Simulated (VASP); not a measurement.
Wanted: the native input for a VASP 6.6.1 run.

| Item | Value |
| --- | --- |
| Task | single point |
| Functional | r2SCAN |
| Potentials or basis | VASP PAW PBE potentials, release 64 (Ti_sv, O) |
| Cutoff | 520 eV |
| k mesh | 12 × 12 × 12 |
| Occupations | fermi-dirac, width 0.2 eV |
| Spin | no spin polarisation |
| Dipole correction | no |
| Further INCAR settings | ALGO = Normal; EDIFF = 1e-07; NBANDS = 36 |

Crystal: TiO.

```
Ti O
1.0
     4.98909    0.00000    0.00000
    -2.49454    4.32068    0.00000
     0.00000    0.00000    2.87331
Ti O
3 3
Direct
  0.66667 0.33333 0.50000
  0.33333 0.66667 0.50000
  0.00000 0.00000 0.00000
  0.60556 0.60556 0.00000
  0.39444 0.00000 0.00000
  0.00000 0.39444 0.00000
```

One way to write it, as run:

POSCAR

```
TiO
1.0
    4.9890877720      0.0000000000      0.0000000000
   -2.4945438860      4.3206767523      0.0000000000
    0.0000000000      0.0000000000      2.8733134400
Ti O
3 3
Direct
    0.6666666667      0.3333333333      0.5000000000
    0.3333333333      0.6666666667      0.5000000000
    0.0000000000      0.0000000000      0.0000000000
    0.6055592400      0.6055592400      0.0000000000
    0.3944407600      0.0000000000      0.0000000000
    0.0000000000      0.3944407600      0.0000000000
```

INCAR.step1

```
SYSTEM = TiO
PREC = Accurate
ENCUT = 520
ISMEAR = -1
SIGMA = 0.2
LREAL = .False.
LASPH = .True.
NELM = 60
NBANDS = 36
GGA = PE
ALGO = Normal
EDIFF = 1E-4
LWAVE = .True.
LCHARG = .False.
```

INCAR.step2

```
SYSTEM = TiO
PREC = Accurate
ENCUT = 520
EDIFF = 1E-7
ISMEAR = -1
SIGMA = 0.2
LREAL = .False.
LASPH = .True.
NELM = 60
ALGO = Normal
ISIF = 2
LWAVE = .False.
LCHARG = .False.
METAGGA = R2SCAN
LMIXTAU = .True.
NBANDS = 36
ISTART = 1
```

KPOINTS

```
Automatic mesh
0
Gamma
  12 12 12
  0 0 0
```

Potentials or basis: VASP PAW PBE potentials, release 64 (Ti_sv, O).

Launch:

```console
$ cat potpaw_PBE.64/Ti_sv/POTCAR potpaw_PBE.64/O/POTCAR > POTCAR
$ cp INCAR.step1 INCAR
$ mpirun -np 1 vasp_std > vasp.out
$ cp INCAR.step2 INCAR
$ mpirun -np 1 vasp_std > vasp.out
```

Results of the run:

| Quantity | Value |
| --- | --- |
| Pressure | 0.4 GPa |
| Largest force | 0.028 eV/Å |
| Band gap on the k mesh | zero (band 27 reaches 11.27 eV, above the bottom of band 28 at 9.94 eV) |

Caveat: the PAW data sets were made with another functional, which shifts forces and pressure a little; semilocal functionals often make such compounds metallic where correlation or magnetic order opens a gap, which also shifts bond lengths.

Run time: 29 min on 1 thread of Intel Xeon 6975P-C (shared host), peak memory 0.36 GiB.
